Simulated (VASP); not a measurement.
# Cl (Fd-3m) in VASP: relaxation of cell and atoms with LDA

Aim: the relaxation of cell and atoms of Cl with LDA.

Program: VASP 6.6.1. These are calculated values, not measurements. Logs are shortened: lines on timing, memory, paths and dates and some standing lists are left out, and cuts for length are marked.

## (1) The cell of the first run

The structure is cubic, space group Fd-3m (No. 227). The conventional cell has a = 6.179 Å, b = 6.179 Å, c = 6.179 Å, α = 90.00°, β = 90.00°, γ = 90.00°. Within 3.5 Å of Cl (site symmetry -43m) lie 4 Cl at 2.68 Å.

## (2) Relaxation of cell and atoms, LDA

Contents of INCAR:

```
PREC = Accurate ; ENCUT = 600
EDIFF = 1E-6 ; ISMEAR = -1
SIGMA = 0.05 ; LREAL = False
LASPH = True ; NELM = 100
ALGO = Normal ; ISIF = 3
LWAVE = False ; LCHARG = False
IBRION = 2 ; NSW = 80
EDIFFG = -0.01
```

Contents of KPOINTS:

```
regular mesh
0
Gamma
  12 12 12
```

Contents of POSCAR:

```
Cl
1.0
    0.0000000000      3.0893950648      3.0893950648
    3.0893950648      0.0000000000      3.0893950648
    3.0893950648      3.0893950648      0.0000000000
Cl
2
Direct
    1.0000000000      1.0000000000      1.0000000000
    0.2500000000      0.2500000000      0.2500000000
```

Potentials or basis: VASP PAW LDA potentials, release 64 (Cl).

Started as:

```
cat potpaw_LDA.64/Cl/POTCAR > POTCAR
mpirun -np 1 vasp_std > vasp.out
```

OUTCAR:

```text
PREC = Accurate
   ENCUT = 600
   EDIFF = 1E-6
   ISMEAR = -1
   LREAL = False
   LASPH = True
   NELM = 100
   ISIF = 3
   IBRION = 2
   NSW = 80
   EDIFFG = -0.01

 ion  position               nearest neighbor table
   1  0.000  0.000  0.000-
   2  0.250  0.250  0.250-

  LATTYP: Found a face centered cubic cell.
 ALAT       =     6.1787901296

  Lattice vectors:

 A1 = (   0.0000000000,   3.0893950648,   3.0893950648)
 A2 = (   3.0893950648,   0.0000000000,   3.0893950648)
 A3 = (   3.0893950648,   3.0893950648,   0.0000000000)

Analysis of symmetry for initial positions (statically):
=====================================================================
 Subroutine PRICEL returns:
 Original cell was already a primitive cell.

 Routine SETGRP: Setting up the symmetry group for a
 face centered cubic supercell.

 Subroutine GETGRP returns: Found 48 space group operations
 (whereof 24 operations were pure point group operations)
 out of a pool of 48 trial point group operations.

The static configuration has the point symmetry T_d .
 The point group associated with its full space group is O_h .

Analysis of symmetry for dynamics (positions and initial velocities):
=====================================================================
 Subroutine PRICEL returns:
 Original cell was already a primitive cell.

 Routine SETGRP: Setting up the symmetry group for a
 face centered cubic supercell.

 Subroutine GETGRP returns: Found 48 space group operations
 (whereof 24 operations were pure point group operations)
 out of a pool of 48 trial point group operations.

The dynamic configuration has the point symmetry T_d .
 The point group associated with its full space group is O_h .

 Subroutine INISYM returns: Found 48 space group operations
 (whereof 24 operations are pure point group operations),
 and found     1 'primitive' translations

----------------------------------------------------------------------------------------

                                     Primitive cell

  volume of cell :      58.9726

  direct lattice vectors                    reciprocal lattice vectors
     0.000000000  3.089395065  3.089395065    -0.161843982  0.161843982  0.161843982
     3.089395065  0.000000000  3.089395065     0.161843982 -0.161843982  0.161843982
     3.089395065  3.089395065  0.000000000     0.161843982  0.161843982 -0.161843982

  length of vectors
     4.369064400  4.369064400  4.369064400     0.280322000  0.280322000  0.280322000

  position of ions in fractional coordinates (direct lattice)
     0.000000000  0.000000000  0.000000000
     0.250000000  0.250000000  0.250000000

  ion indices of the primitive-cell ions
   primitive index   ion index
                 1           1
                 2           2

----------------------------------------------------------------------------------------

 KPOINTS: regular mesh

Automatic generation of k-mesh.
 Grid dimensions read from file:
 generate k-points for:   12   12   12

 Generating k-lattice:

  Cartesian coordinates                     Fractional coordinates (reciprocal lattice)
    -0.013486999  0.013486999  0.013486999     0.083333333  0.000000000  0.000000000
     0.013486999 -0.013486999  0.013486999     0.000000000  0.083333333  0.000000000
     0.013486999  0.013486999 -0.013486999     0.000000000  0.000000000  0.083333333

  Length of vectors
     0.023360167  0.023360167  0.023360167

  Shift w.r.t. Gamma in fractional coordinates (k-lattice)
     0.000000000  0.000000000  0.000000000

 Subroutine IBZKPT returns following result:
 ===========================================

 Found     72 irreducible k-points:

 Following reciprocal coordinates:
            Coordinates               Weight
  0.000000  0.000000  0.000000      1.000000
  0.083333  0.000000  0.000000      8.000000
  0.166667  0.000000  0.000000      8.000000
  0.250000  0.000000  0.000000      8.000000
  0.333333  0.000000  0.000000      8.000000
  0.416667  0.000000  0.000000      8.000000
[... 16 lines left out ...]
  0.500000  0.166667  0.000000     24.000000
 -0.416667  0.166667  0.000000     24.000000
 [... further k-points ...]
   k-points           NKPTS =     72   k-points in BZ     NKDIM =     72   number of bands    NBANDS=     11
   number of dos      NEDOS =    301   number of ions     NIONS =      2
   total plane-waves  NPLWV =  46656
   dimension x,y,z NGX =    36 NGY =   36 NGZ =   36
   dimension x,y,z NGXF=    72 NGYF=   72 NGZF=   72
   ions per type =               2
   NGX,Y,Z   is equivalent  to a cutoff of  13.70, 13.70, 13.70 a.u.
   NGXF,Y,Z  is equivalent  to a cutoff of  27.40, 27.40, 27.40 a.u.
 SYSTEM =  unknown system
   PREC   = accura    normal or accurate (medium, high low for compatibility)
   ISTART =      0    job   : 0-new  1-cont  2-samecut
   ICHARG =      2    charge: 1-file 2-atom 10-const
   ISPIN  =      1    spin polarized calculation?
   LNONCOLLINEAR =      F non collinear calculations
   LSORBIT =      F    spin-orbit coupling
   LASPH  =      T    aspherical Exc in radial PAW
   ENCUT  =  600.0 eV  44.10 Ry    6.64 a.u.   8.73  8.73  8.73*2*pi/ulx,y,z
   NELM   =    100;   NELMIN=  2; NELMDL= -5     # of ELM steps
   EDIFF  = 0.1E-05   stopping-criterion for ELM
   LREAL  =      F    real-space projection
   EDIFFG = -.1E-01   stopping-criterion for IOM
   NSW    =     80    number of steps for IOM
   IBRION =      2    ionic relax: 0-MD 1-quasi-New 2-CG
   NFREE  =      1    steps in history (QN), initial steepest desc. (CG)
   ISIF   =      3    stress and relaxation
   ISYM   =      2    0-nonsym 1-usesym 2-fastsym
   POTIM  = 0.5000    time-step for ionic-motion
   TEBEG  =    0.0;   TEEND  =   0.0 temperature during run
   PSTRESS=    0.0 pullay stress
   NELECT =      14.0000    total number of electrons
   NUPDOWN=      -1.0000    fix difference up-down
   EMIN   =  10.00;   EMAX   =-10.00  energy-range for DOS
   EFERMI =   0.00;   METHOD = LEGACY
   ISMEAR =    -1;   SIGMA  =   0.05  broadening in eV -4-tet -1-fermi 0-gaus
   EFERMI_NEDOS =   21; number of points for ismear=-14 and -15
   IALGO  =     38    algorithm
   IMIX   =      4    mixing-type and parameters
     AMIX     =   0.40;   BMIX     =  1.00
     AMIX_MAG =   1.60;   BMIX_MAG =  1.00
  volume/ion in A,a.u.               =      29.49       198.98
  Fermi-wavevector in a.u.,A,eV,Ry     =   1.013680  1.915577 13.980618  1.027546
  Thomas-Fermi vector in A             =   2.146863
   LORBIT       =      0    0 simple, 1 ext, 2 COOP (PROOUT), +10 PAW based schemes
   GGA     = CA    functional components
   LHFCALC =     F    Hartree Fock is set to
   AEXX    =    0.0000 exact exchange contribution
   IVDW    =     0    specifies the selected vdW correction
   LEPSILON=     F    determine dielectric tensor
   LRPA    =     F    only Hartree local field effects (RPA)
 conjugate gradient relaxation of ions
 non-spin polarized calculation
  energy-cutoff  :      600.00
  volume of cell :       58.97
 maximum number of plane-waves:      1996
   NGX = 17   NGY = 17   NGZ = 17

 number of electron      14.0000003 magnetization

 Free energy of the ion-electron system (eV)
  ---------------------------------------------------
  ext. energy  EPLUGINS =         0.00000000
  ---------------------------------------------------
  free energy    TOTEN  =        -2.85731828 eV

  energy without entropy =       -2.82322311  energy(sigma->0) =       -2.84027069

 E-fermi :  -0.2740     XC(G=0):  -8.1379

 val. band max:       -0.2786474995   @ k =   0.4167   0.1667   0.0000
 cond. band min:      -0.2686073810   @ k =   0.5000   0.0833   0.0000
 fundamental gap:      0.0100401185
 Fermi energy:        -0.2739828390

 k-point     1 :       0.0000    0.0000    0.0000
  band No.  band energies     occupation
      1     -16.0574      2.00000
      2     -12.8053      2.00000
      3      -3.5691      2.00000
      4      -3.5691      2.00000
      5      -3.5691      2.00000
      6      -1.3927      2.00000
      7      -1.3927      2.00000
      8      -1.3927      2.00000
      9       5.5295      0.00000
     10       9.7678      0.00000
     11       9.7678      0.00000

 k-point     2 :       0.0833    0.0000    0.0000
  band No.  band energies     occupation
      1     -16.0237      2.00000
      2     -12.8610      2.00000
      3      -3.6118      2.00000
      4      -3.6118      2.00000
      5      -3.6012      2.00000
      6      -1.3514      2.00000
      7      -1.3354      2.00000
      8      -1.3354      2.00000
      9       5.6933      0.00000
     10       9.5908      0.00000
     11       9.5908      0.00000

 k-point     3 :       0.1667    0.0000    0.0000
  band No.  band energies     occupation
      1     -15.9258      2.00000
      2     -13.0180      2.00000
      3      -3.7184      2.00000
      4      -3.7184      2.00000
      5      -3.6986      2.00000
      6      -1.2127      2.00000
      7      -1.1897      2.00000
      8      -1.1897      2.00000
      9       6.1265      0.00000
     10       9.3226      0.00000
     11       9.3226      0.00000

 k-point     4 :       0.2500    0.0000    0.0000
  band No.  band energies     occupation
      1     -15.7747      2.00000
      2     -13.2474      2.00000
      3      -3.8461      2.00000
      4      -3.8461      2.00000
      5      -3.8454      2.00000
      6      -1.0108      2.00000
      7      -1.0108      2.00000
      8      -0.9733      2.00000
      9       6.6813      0.00000
     10       9.1902      0.00000
     11       9.1902      0.00000
[... 239 lines left out ...]
 k-point    22 :       0.4167    0.1667    0.0000
  band No.  band energies     occupation
      1     -15.4135      2.00000
      2     -13.7410      2.00000
      3      -4.4937      2.00000
      4      -4.2117      2.00000
      5      -3.2684      2.00000
      6      -1.3933      2.00000
      7      -0.4779      1.96672
      8      -0.2786      1.04661
      9       7.4835      0.00000
     10       7.9185      0.00000
     11      10.1362      0.00000

 k-point    23 :       0.5000    0.1667    0.0000
  band No.  band energies     occupation
      1     -15.2675      2.00000
      2     -13.9233      2.00000
      3      -4.6335      2.00000
      4      -4.2160      2.00000
      5      -3.3123      2.00000
      6      -1.2044      2.00000
      7      -0.4643      1.95651
      8      -0.1510      0.15759
      9       7.5245      0.00000
     10       8.0932      0.00000
     11       9.8405      0.00000

 k-point    24 :      -0.4167    0.1667    0.0000
  band No.  band energies     occupation
      1     -15.2457      2.00000
      2     -13.9496      2.00000
      3      -4.6837      2.00000
      4      -4.1655      2.00000
      5      -3.3526      2.00000
      6      -1.0914      2.00000
      7      -0.5340      1.98902
      8      -0.1329      0.11239
      9       7.4612      0.00000
     10       8.3792      0.00000
     11       9.3740      0.00000

 [... further k-points ...]
[... 5 lines left out ...]
  --------------------------------------------------------------------------------------
  -------------------------------------------------------------------------------------
  Total        0.0066807      0.0066807      0.0066807     -0.0000000     -0.0000000      0.0000000
  in kB        0.1815027      0.1815027      0.1815027     -0.0000000     -0.0000000      0.0000000
  external PRESSURE =       0.1815027 kB  Pullay stress =       0.0000000 kB

 VOLUME and BASIS-vectors are now :
 -----------------------------------------------------------------------------
  energy-cutoff  :      600.00
  volume of cell :       58.97
      direct lattice vectors                 reciprocal lattice vectors
     0.000000000  3.089395065  3.089395065    -0.161843982  0.161843982  0.161843982
     3.089395065  0.000000000  3.089395065     0.161843982 -0.161843982  0.161843982
     3.089395065  3.089395065  0.000000000     0.161843982  0.161843982 -0.161843982

 POSITION                                       TOTAL-FORCE (eV/Angst)
 -----------------------------------------------------------------------------------
      0.00000      0.00000      0.00000        -0.000000     -0.000000     -0.000000
      1.54470      1.54470      1.54470         0.000000      0.000000      0.000000
 -----------------------------------------------------------------------------------
    total drift:                                0.000000      0.000000      0.000000

  FREE ENERGIE OF THE ION-ELECTRON SYSTEM (eV)
  ---------------------------------------------------
  free  energy   TOTEN  =        -2.8573182782 eV

  energy  without entropy=       -2.8232231115  energy(sigma->0) =       -2.84027069

 reached required accuracy - stopping structural energy minimisation
```

Run time: 31 s. Hardware: 1 thread of Intel Xeon Platinum 8259CL at 2.50GHz (Skylake/Cascade Lake), shared host; peak memory 0.18 GiB.

Results:

- Free energy: -2.8573 eV
- Pressure after relaxing: 0.0 GPa
- Band gap on the k mesh: zero (bands 7 and 8 overlap by 1.56 eV)

Final structure:
```yaml
crystal:
  lattice:
    - [0.00000, 3.08940, 3.08940]
    - [3.08940, 0.00000, 3.08940]
    - [3.08940, 3.08940, 0.00000]
  atoms:
    - { symbol: Cl, position: [0.00000, 0.00000, 0.00000] }
    - { symbol: Cl, position: [0.25000, 0.25000, 0.25000] }
```

Caveat: the relaxation stopped at its first step, so nothing moved.
